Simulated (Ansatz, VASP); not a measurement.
# One calculation of LiH, two programs

Contents of INCAR:

```
PREC = Accurate
ENCUT = 520
EDIFF = 1E-6
ISMEAR = 0
SIGMA = 0.05
LREAL = F
LASPH = T
NELM = 80
ALGO = Normal
ISIF = 2
LWAVE = F
LCHARG = F
GGA = PE
NBANDS = 9
```

File KPOINTS:

```
regular mesh
0
Gamma
  10 10 10
```

POSCAR

```
LiH
1.0
    0.0000000000      2.1138000000      1.9512000000
    2.1138000000      0.0000000000      1.9512000000
    2.1138000000      2.1138000000      0.0000000000
Li H
1 1
Direct
    0.0000000000      0.0000000000      0.0000000000
    0.5000000000      0.5000000000      0.5000000000
```

Input for Ansatz:

```yaml
crystal:
  lattice:
    - [0.0, 2.1138, 1.9512]
    - [2.1138, 0.0, 1.9512]
    - [2.1138, 2.1138, 0.0]
  atoms:
    - { symbol: Li, position: [0.0, 0.0, 0.0] }
    - { symbol: H, position: [0.5, 0.5, 0.5] }
basis:
  ecutwfc: 420
kpoints:
  mp_grid: { grid: [10, 10, 10] }
hamiltonian:
  xc: pbe
scf:
  occupations: { method: gaussian, width: 0.05 }
output:
  forces: true
  stress: true
  eigenvalues: true
  write_density: true
  write_potential: true
  elf: true
  volumetric_format: npy
```

Change from the starting cell: strain +0.040 along x and y, -0.040 along z, atoms carried along.

Alike in both runs: task single point; functional PBE; k mesh 10 × 10 × 10; occupations gaussian, width 0.05 eV; no spin polarisation.

|  | VASP | Ansatz |
| --- | --- | --- |
| version | VASP 6.6.1 | Ansatz 0.2.0 |
| potentials or method | VASP PAW PBE potentials, release 64 (Li_sv, H), cutoff 520 eV | scalar-relativistic, plane waves, PAW |
| valence electrons in the cell | 4 | 4 |

```tsv
	VASP	Ansatz	Ansatz less VASP
gap on the k mesh at the Fermi level (eV)	2.34	2.34	+0.006
least direct gap on the mesh (eV)	2.90	2.91	+0.009
```

Noted on VASP's run: the cutoff is short for stress, so the pressure is rough.
